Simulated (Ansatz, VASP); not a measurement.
# Two plane-wave programs on Al2Cu

```
Al Cu
1.0
     4.08421    0.00000    0.00000
     0.00000    4.08421    0.00000
     0.00000    0.00000    2.84589
Al Cu
2 1
Direct
  0.50746 0.00260 0.50000
  0.89104 0.48891 0.50000
  0.04309 0.00361 0.00000
```

Change from the starting cell: mode 4 frozen in at -0.445 Å and mode 9 at -0.045 Å (largest displacements).

Alike in both runs: task single point; functional PBEsol; k mesh 10 × 10 × 14; occupations gaussian, width 0.15 eV; no spin polarisation.

```csv
,VASP,Ansatz
version,VASP 6.6.1,Ansatz 0.2.0
potentials or method,"VASP PAW PBE potentials, release 64 (Al, Cu), cutoff 520 eV","scalar-relativistic, plane waves, PAW"
valence electrons in the cell,17,25
```

VASP gave:

* gap on the k mesh at the Fermi level (eV): none
* pressure (GPa): 3.3
* traceless stress, the component that is largest in VASP (GPa): -3.50
* rms of the force components (eV/Å): 0.610

What did Ansatz give for the same quantities?

gap on the k mesh at the Fermi level (eV): none; pressure (GPa): 3.1; traceless stress, the component that is largest in VASP (GPa): -3.50; rms of the force components (eV/Å): 0.614.

VASP's potentials were made for PBE, not for PBEsol, and Ansatz warns of the same on its side. Atom by atom the forces differ by 0.004 eV/Å (rms over components). A gap of «none» marks a metal or a gap that the smearing closes. The functional is the same, so the differences come from potentials, cutoffs and numerics. VASP's potentials hold 17 valence electrons a cell and Ansatz's 25, so a difference there can come from the potentials and not from the codes.
